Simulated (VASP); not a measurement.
# Sb in VASP: a series of runs

The runs below take Sb through single point, with PBEsol.

All numbers are computed with VASP 6.6.1; they aren't measurements. Logs are shortened: lines on timing, memory, paths and dates and some standing lists are left out, and cuts for length are marked.

### Step 1. The cell of the first run

Symmetry: R-3m, No. 166, trigonal system. The conventional cell has a = 4.514 Å, b = 4.514 Å, c = 5.364 Å, α = 90.00°, β = 90.00°, γ = 120.00°. Within 4.2 Å of Sb (site symmetry -3m) lie 6 Sb at 3.16 Å.

### Step 2. Single point, PBEsol (equal xy, yz and zx shear strains of -2 %)

File INCAR:

```
ALGO = Normal
EDIFF = 1E-7
ENCUT = 520
GGA = PS
ISIF = 2
ISMEAR = -1
LASPH = T
LCHARG = F
LREAL = F
LWAVE = F
NBANDS = 8
NELM = 80
PREC = Accurate
SIGMA = 0.05
```

File KPOINTS:

```
k-points
0
Gamma
  13 13 13
```

File POSCAR:

```
Sb
1.0
    3.1600000000     -0.0316000000     -0.0316000000
   -0.0316000000      3.1600000000     -0.0316000000
   -0.0316000000     -0.0316000000      3.1600000000
Sb
1
Direct
    0.0000000000      0.0000000000      0.0000000000
```

Potentials or basis: VASP PAW PBE potentials, release 64 (Sb).

The run is started by

```console
$ cat potpaw_PBE.64/Sb/POTCAR > POTCAR
$ mpirun -np 1 vasp_std > vasp.out
```

OUTCAR:

```text
EDIFF = 1E-7
   ENCUT = 520
   GGA = PS
   ISIF = 2
   ISMEAR = -1
   LASPH = T
   LREAL = F
   NELM = 80
   PREC = Accurate

 ion  position               nearest neighbor table
   1  0.000  0.000  0.000-

  LATTYP: Found a trigonal (rhomboedric) cell.
 ALAT       =     3.1603159842
 COS(alpha) =    -0.0198960208

  Lattice vectors:

 A1 = (   3.1600000000,  -0.0316000000,  -0.0316000000)
 A2 = (  -0.0316000000,   3.1600000000,  -0.0316000000)
 A3 = (  -0.0316000000,  -0.0316000000,   3.1600000000)

Analysis of symmetry for initial positions (statically):
=====================================================================
 Subroutine PRICEL returns:
 Original cell was already a primitive cell.

 Routine SETGRP: Setting up the symmetry group for a
 trigonal (rhombohedral) supercell.

 Subroutine GETGRP returns: Found 12 space group operations
 (whereof 12 operations were pure point group operations)
 out of a pool of 12 trial point group operations.

The static configuration has the point symmetry D_3d.

Analysis of symmetry for dynamics (positions and initial velocities):
=====================================================================
 Subroutine PRICEL returns:
 Original cell was already a primitive cell.

 Routine SETGRP: Setting up the symmetry group for a
 trigonal (rhombohedral) supercell.

 Subroutine GETGRP returns: Found 12 space group operations
 (whereof 12 operations were pure point group operations)
 out of a pool of 12 trial point group operations.

The dynamic configuration has the point symmetry D_3d.

 Subroutine INISYM returns: Found 12 space group operations
 (whereof 12 operations are pure point group operations),
 and found     1 'primitive' translations

----------------------------------------------------------------------------------------

                                     Primitive cell

  volume of cell :      31.5450

  direct lattice vectors                    reciprocal lattice vectors
     3.160000000 -0.031600000 -0.031600000     0.316519640  0.003197168  0.003197168
    -0.031600000  3.160000000 -0.031600000     0.003197168  0.316519640  0.003197168
    -0.031600000 -0.031600000  3.160000000     0.003197168  0.003197168  0.316519640

  length of vectors
     3.160315984  3.160315984  3.160315984     0.316551933  0.316551933  0.316551933

  position of ions in fractional coordinates (direct lattice)
     0.000000000  0.000000000  0.000000000

  ion indices of the primitive-cell ions
   primitive index   ion index
                 1           1

----------------------------------------------------------------------------------------

 KPOINTS: k-points

Automatic generation of k-mesh.
 Grid dimensions read from file:
 generate k-points for:   13   13   13

 Generating k-lattice:

  Cartesian coordinates                     Fractional coordinates (reciprocal lattice)
     0.024347665  0.000245936  0.000245936     0.076923077 -0.000000000 -0.000000000
     0.000245936  0.024347665  0.000245936    -0.000000000  0.076923077 -0.000000000
     0.000245936  0.000245936  0.024347665    -0.000000000 -0.000000000  0.076923077

  Length of vectors
     0.024350149  0.024350149  0.024350149

  Shift w.r.t. Gamma in fractional coordinates (k-lattice)
     0.000000000  0.000000000  0.000000000

 Subroutine IBZKPT returns following result:
 ===========================================

 Found    231 irreducible k-points:

 Following reciprocal coordinates:
            Coordinates               Weight
  0.000000  0.000000  0.000000      1.000000
  0.076923  0.000000  0.000000      6.000000
  0.153846  0.000000  0.000000      6.000000
  0.230769  0.000000  0.000000      6.000000
  0.307692  0.000000  0.000000      6.000000
  0.384615  0.000000  0.000000      6.000000
[... 16 lines left out ...]
  0.384615  0.153846  0.000000     12.000000
  0.461538  0.153846  0.000000     12.000000
 [... further k-points ...]
   k-points           NKPTS =    231   k-points in BZ     NKDIM =    231   number of bands    NBANDS=      8
   number of dos      NEDOS =    301   number of ions     NIONS =      1
   total plane-waves  NPLWV =  13824
   dimension x,y,z NGX =    24 NGY =   24 NGZ =   24
   dimension x,y,z NGXF=    48 NGYF=   48 NGZF=   48
   ions per type =               1
   NGX,Y,Z   is equivalent  to a cutoff of  12.63, 12.63, 12.63 a.u.
   NGXF,Y,Z  is equivalent  to a cutoff of  25.25, 25.25, 25.25 a.u.
 SYSTEM =  unknown system
   PREC   = accura    normal or accurate (medium, high low for compatibility)
   ISTART =      0    job   : 0-new  1-cont  2-samecut
   ICHARG =      2    charge: 1-file 2-atom 10-const
   ISPIN  =      1    spin polarized calculation?
   LNONCOLLINEAR =      F non collinear calculations
   LSORBIT =      F    spin-orbit coupling
   LASPH  =      T    aspherical Exc in radial PAW
   ENCUT  =  520.0 eV  38.22 Ry    6.18 a.u.   5.88  5.88  5.88*2*pi/ulx,y,z
   NELM   =     80;   NELMIN=  2; NELMDL= -5     # of ELM steps
   EDIFF  = 0.1E-06   stopping-criterion for ELM
   LREAL  =      F    real-space projection
   EDIFFG = 0.1E-05   stopping-criterion for IOM
   NSW    =      0    number of steps for IOM
   IBRION =     -1    ionic relax: 0-MD 1-quasi-New 2-CG
   NFREE  =      0    steps in history (QN), initial steepest desc. (CG)
   ISIF   =      2    stress and relaxation
   ISYM   =      2    0-nonsym 1-usesym 2-fastsym
   POTIM  = 0.5000    time-step for ionic-motion
   TEBEG  =    0.0;   TEEND  =   0.0 temperature during run
   PSTRESS=    0.0 pullay stress
   NELECT =       5.0000    total number of electrons
   NUPDOWN=      -1.0000    fix difference up-down
   EMIN   =  10.00;   EMAX   =-10.00  energy-range for DOS
[... 5 lines left out ...]
     AMIX     =   0.40;   BMIX     =  1.00
     AMIX_MAG =   1.60;   BMIX_MAG =  1.00
  volume/ion in A,a.u.               =      31.54       212.88
  Fermi-wavevector in a.u.,A,eV,Ry     =   0.885975  1.674250 10.679917  0.784952
  Thomas-Fermi vector in A             =   2.007080
   LORBIT       =      0    0 simple, 1 ext, 2 COOP (PROOUT), +10 PAW based schemes
   GGA     = PS    functional components
   LHFCALC =     F    Hartree Fock is set to
   AEXX    =    0.0000 exact exchange contribution
   IVDW    =     0    specifies the selected vdW correction
   LEPSILON=     F    determine dielectric tensor
   LRPA    =     F    only Hartree local field effects (RPA)
 non-spin polarized calculation
  energy-cutoff  :      520.00
  volume of cell :       31.54
 maximum number of plane-waves:       879
   NGX = 11   NGY = 11   NGZ = 11

 number of electron       5.0000001 magnetization

 Free energy of the ion-electron system (eV)
  ---------------------------------------------------
  ext. energy  EPLUGINS =         0.00000000
  ---------------------------------------------------
  free energy    TOTEN  =        -4.50021038 eV

  energy without entropy =       -4.49747485  energy(sigma->0) =       -4.49884262

 E-fermi :   6.3419     XC(G=0):  -9.5214

 val. band max:        6.3411962640   @ k =  -0.3846   0.3077   0.3077
 cond. band min:       6.3606253140   @ k =  -0.3077   0.2308   0.1538
 fundamental gap:      0.0194290500
 Fermi energy:         6.3418506940

 k-point     1 :       0.0000    0.0000    0.0000
  band No.  band energies     occupation
      1      -5.6810      2.00000
      2       9.3359      0.00000
      3       9.4696      0.00000
      4       9.4696      0.00000
      5      13.2025      0.00000
      6      13.2025      0.00000
      7      14.1034      0.00000
      8      23.6600      0.00000

 k-point     2 :       0.0769    0.0000    0.0000
  band No.  band energies     occupation
      1      -5.6001      2.00000
      2       8.4243      0.00000
      3       9.4613      0.00000
      4       9.5475      0.00000
      5      13.2695      0.00000
      6      13.7046      0.00000
      7      14.7896      0.00000
      8      22.8247      0.00000

 k-point     3 :       0.1538    0.0000    0.0000
  band No.  band energies     occupation
      1      -5.3605      2.00000
      2       6.6546      0.00384
      3       9.6855      0.00000
      4       9.7742      0.00000
      5      13.4688      0.00000
      6      14.0442      0.00000
      7      16.7754      0.00000
      8      21.5022      0.00000

 k-point     4 :       0.2308    0.0000    0.0000
  band No.  band energies     occupation
      1      -4.9739      2.00000
      2       4.8746      2.00000
      3      10.0364      0.00000
      4      10.1260      0.00000
      5      13.7945      0.00000
      6      14.4359      0.00000
      7      18.9462      0.00000
      8      20.2040      0.00000

 k-point     5 :       0.3077    0.0000    0.0000
  band No.  band energies     occupation
      1      -4.4701      2.00000
      2       3.2740      2.00000
      3      10.4645      0.00000
      4      10.5553      0.00000
      5      14.2294      0.00000
      6      14.9654      0.00000
      7      18.9607      0.00000
      8      19.0280      0.00000
[... 177 lines left out ...]
 k-point    22 :       0.3077    0.1538    0.0000
  band No.  band energies     occupation
      1      -4.1305      2.00000
      2       3.5352      2.00000
      3       7.7033      0.00000
      4      10.8257      0.00000
      5      14.7638      0.00000
      6      15.7234      0.00000
      7      18.2072      0.00000
      8      19.2666      0.00000

 k-point    23 :       0.3846    0.1538    0.0000
  band No.  band energies     occupation
      1      -3.5842      2.00000
      2       2.2519      2.00000
      3       8.1903      0.00000
      4      11.2448      0.00000
      5      14.3766      0.00000
      6      15.6145      0.00000
      7      18.2018      0.00000
      8      18.4688      0.00000

 k-point    24 :       0.4615    0.1538    0.0000
  band No.  band energies     occupation
      1      -3.1849      2.00000
      2       1.4854      2.00000
      3       8.5748      0.00000
      4      11.5164      0.00000
      5      13.6945      0.00000
      6      16.1099      0.00000
      7      17.7045      0.00000
      8      17.9353      0.00000

 [... further k-points ...]
[... 5 lines left out ...]
  --------------------------------------------------------------------------------------
  -------------------------------------------------------------------------------------
  Total       -0.9605879     -0.9605879     -0.9605879      0.0592376      0.0592376      0.0592376
  in kB      -48.7885167    -48.7885167    -48.7885167      3.0086943      3.0086943      3.0086943
  external PRESSURE =     -48.7885167 kB  Pullay stress =       0.0000000 kB

 VOLUME and BASIS-vectors are now :
 -----------------------------------------------------------------------------
  energy-cutoff  :      520.00
  volume of cell :       31.54
      direct lattice vectors                 reciprocal lattice vectors
     3.160000000 -0.031600000 -0.031600000     0.316519640  0.003197168  0.003197168
    -0.031600000  3.160000000 -0.031600000     0.003197168  0.316519640  0.003197168
    -0.031600000 -0.031600000  3.160000000     0.003197168  0.003197168  0.316519640

 POSITION                                       TOTAL-FORCE (eV/Angst)
 -----------------------------------------------------------------------------------
      0.00000      0.00000      0.00000         0.000000      0.000000      0.000000
 -----------------------------------------------------------------------------------
    total drift:                               -0.000000      0.000000      0.000000

  FREE ENERGIE OF THE ION-ELECTRON SYSTEM (eV)
  ---------------------------------------------------
  free  energy   TOTEN  =        -4.5002103826 eV

  energy  without entropy=       -4.4974748504  energy(sigma->0) =       -4.49884262
```

It took 18 s on 1 thread of Intel Xeon Platinum 8259CL at 2.50GHz (Skylake/Cascade Lake), shared host; peak memory 0.18 GiB.

Results:

```yaml
Free_energy: -4.5002 eV
Pressure: -4.9 GPa
```

Caveat: the cell differs from its parent crystal (equal xy, yz and zx shear strains of -2 %); the PAW data sets were made with another functional, which shifts forces and pressure a little; spin-orbit coupling is left out, which moves the levels of the heavy elements.

### Step 3. Single point, PBEsol (equal xy, yz and zx shear strains of +1 %)

File INCAR:

```
SYSTEM = Sb
PREC     = Accurate       ! precision mode
ENCUT    = 520            ! plane-wave cutoff, eV
EDIFF    = 1E-7           ! SCF threshold, eV
ISMEAR   = -1             ! smearing method
SIGMA    = 0.05           ! smearing width, eV
LREAL    = .False.        ! projectors in reciprocal space
LASPH    = .True.         ! aspherical terms in the spheres
NELM     = 60             ! most SCF steps
ALGO     = Normal         ! electronic algorithm
ISIF     = 2              ! what is computed and relaxed
LWAVE    = .False.        ! write WAVECAR
LCHARG   = .False.        ! write CHGCAR
GGA      = PS             ! functional
NBANDS   = 8              ! bands
```

File KPOINTS:

```
Automatic mesh
0
Gamma
  13 13 13
  0 0 0
```

File POSCAR:

```
Sb
1.0
    3.1600000000      0.0158000000      0.0158000000
    0.0158000000      3.1600000000      0.0158000000
    0.0158000000      0.0158000000      3.1600000000
Sb
1
Direct
    0.0000000000      0.0000000000      0.0000000000
```

Potentials or basis: VASP PAW PBE potentials, release 64 (Sb).

The run is started by

```console
$ cat potpaw_PBE.64/Sb/POTCAR > POTCAR
$ mpirun -np 1 vasp_std > vasp.out
```

It took 19 s on 1 thread of Intel Xeon Platinum 8259CL at 2.50GHz (Skylake/Cascade Lake), shared host; peak memory 0.18 GiB.

Results (log left out):

| Item | Value |
| --- | --- |
| Free energy | -4.5013 eV |
| Pressure | -4.9 GPa |

Stress tensor (GPa, compression positive):
```
-4.87 -0.15 -0.15
-0.15 -4.87 -0.15
-0.15 -0.15 -4.87
```

Levels at points of the mesh, in eV from the Fermi level:
| k point | band 1 | band 2 | band 3 | band 4 | band 5 | band 6 |
| --- | --- | --- | --- | --- | --- | --- |
| (0.00, 0.00, 0.00) | -12.03 | 3.05 | 3.05 | 3.12 | 6.85 | 6.85 |

Caveat: the cell differs from its parent crystal (equal xy, yz and zx shear strains of +1 %); the PAW data sets were made with another functional, which shifts forces and pressure a little; spin-orbit coupling is left out, which moves the levels of the heavy elements.

### Step 4. Single point, PBEsol (equal xy, yz and zx shear strains of +3 %)

File INCAR:

```
SYSTEM = Sb
ALGO = Normal
EDIFF = 1E-6
ENCUT = 520
GGA = PS
ISIF = 2
ISMEAR = -1
LASPH = .TRUE.
LCHARG = .FALSE.
LREAL = .FALSE.
LWAVE = .FALSE.
NBANDS = 8
NELM = 100
PREC = Accurate
SIGMA = 0.05
```

File KPOINTS:

```
k-points
0
G
  13 13 13
  0 0 0
```

File POSCAR:

```
Sb
1.0
    3.1600000000      0.0474000000      0.0474000000
    0.0474000000      3.1600000000      0.0474000000
    0.0474000000      0.0474000000      3.1600000000
Sb
1
Direct
    0.0000000000      0.0000000000      0.0000000000
```

Potentials or basis: VASP PAW PBE potentials, release 64 (Sb).

The run is started by

```console
$ cat potpaw_PBE.64/Sb/POTCAR > POTCAR
$ mpirun -np 1 vasp_std > vasp.out
```

OUTCAR:

```text
SYSTEM = Sb
   EDIFF = 1E-6
   ENCUT = 520
   GGA = PS
   ISIF = 2
   ISMEAR = -1
   LASPH = .TRUE.
   LREAL = .FALSE.
   NELM = 100
   PREC = Accurate

 ion  position               nearest neighbor table
   1  0.000  0.000  0.000-

  LATTYP: Found a trigonal (rhomboedric) cell.
 ALAT       =     3.1607109200
 COS(alpha) =     0.0302114049

  Lattice vectors:

 A1 = (   3.1600000000,   0.0474000000,   0.0474000000)
 A2 = (   0.0474000000,   3.1600000000,   0.0474000000)
 A3 = (   0.0474000000,   0.0474000000,   3.1600000000)

Analysis of symmetry for initial positions (statically):
=====================================================================
 Subroutine PRICEL returns:
 Original cell was already a primitive cell.

 Routine SETGRP: Setting up the symmetry group for a
 trigonal (rhombohedral) supercell.

 Subroutine GETGRP returns: Found 12 space group operations
 (whereof 12 operations were pure point group operations)
 out of a pool of 12 trial point group operations.

The static configuration has the point symmetry D_3d.

Analysis of symmetry for dynamics (positions and initial velocities):
=====================================================================
 Subroutine PRICEL returns:
[... 153 lines left out ...]

 E-fermi :   6.3382     XC(G=0):  -9.5236

 val. band max:        6.3093637158   @ k =  -0.3077   0.2308   0.1538
 cond. band min:       6.3431991110   @ k =  -0.2308   0.3077   0.2308
 fundamental gap:      0.0338353952
 Fermi energy:         6.3381798391

 k-point     1 :       0.0000    0.0000    0.0000
  band No.  band energies     occupation
      1      -5.6774      2.00000
      2       9.3698      0.00000
      3       9.3698      0.00000
      4       9.5679      0.00000
      5      13.2147      0.00000
      6      13.2147      0.00000
      7      14.1137      0.00000
      8      23.5971      0.00000
[... 243 lines left out ...]
 k-point    24 :       0.4615    0.1538    0.0000
  band No.  band energies     occupation
      1      -3.1983      2.00000
      2       1.5240      2.00000
      3       8.6704      0.00000
      4      11.4951      0.00000
      5      13.5410      0.00000
      6      16.0545      0.00000
      7      17.7386      0.00000
      8      17.9992      0.00000

 [... further k-points ...]
[... 5 lines left out ...]
  --------------------------------------------------------------------------------------
  -------------------------------------------------------------------------------------
  Total       -0.9577911     -0.9577911     -0.9577911     -0.1023798     -0.1023798     -0.1023798
  in kB      -48.6642955    -48.6642955    -48.6642955     -5.2018050     -5.2018050     -5.2018050
  external PRESSURE =     -48.6642955 kB  Pullay stress =       0.0000000 kB

 VOLUME and BASIS-vectors are now :
 -----------------------------------------------------------------------------
  energy-cutoff  :      520.00
  volume of cell :       31.53
      direct lattice vectors                 reciprocal lattice vectors
     3.160000000  0.047400000  0.047400000     0.316596059 -0.004678759 -0.004678759
     0.047400000  3.160000000  0.047400000    -0.004678759  0.316596059 -0.004678759
     0.047400000  0.047400000  3.160000000    -0.004678759 -0.004678759  0.316596059

 POSITION                                       TOTAL-FORCE (eV/Angst)
 -----------------------------------------------------------------------------------
      0.00000      0.00000      0.00000         0.000000     -0.000000      0.000000
 -----------------------------------------------------------------------------------
    total drift:                               -0.000000      0.000000      0.000000

  FREE ENERGIE OF THE ION-ELECTRON SYSTEM (eV)
  ---------------------------------------------------
  free  energy   TOTEN  =        -4.4978572362 eV

  energy  without entropy=       -4.4945174539  energy(sigma->0) =       -4.49618735
```

stdout:

```text
POSCAR found type information on POSCAR Sb
 POSCAR found :  1 types and       1 ions
 scaLAPACK will be used
 -----------------------------------------------------------------------------
|                                                                             |
|                                                                             |
|     You enforced a specific xc type in the INCAR file but a different       |
|     I HOPE YOU KNOW WHAT YOU ARE DOING!                                     |
|                                                                             |
 -----------------------------------------------------------------------------

 LDA part: xc-table for (Slater+PW92), standard interpolation
 POSCAR, INCAR and KPOINTS ok, starting setup
 FFT: planning ... GRIDC
 FFT: planning ... GRID_SOFT
 FFT: planning ... GRID
 WAVECAR not read
 entering main loop
```

It took 16 s on 1 thread of Intel Xeon Platinum 8259CL at 2.50GHz (Skylake/Cascade Lake), shared host; peak memory 0.18 GiB.

Results:

```
Free energy : -4.4979 eV
Pressure    : -4.9 GPa
```

Caveat: the cell differs from its parent crystal (equal xy, yz and zx shear strains of +3 %); the PAW data sets were made with another functional, which shifts forces and pressure a little; spin-orbit coupling is left out, which moves the levels of the heavy elements.

(Part 1 of 2 ends here.)
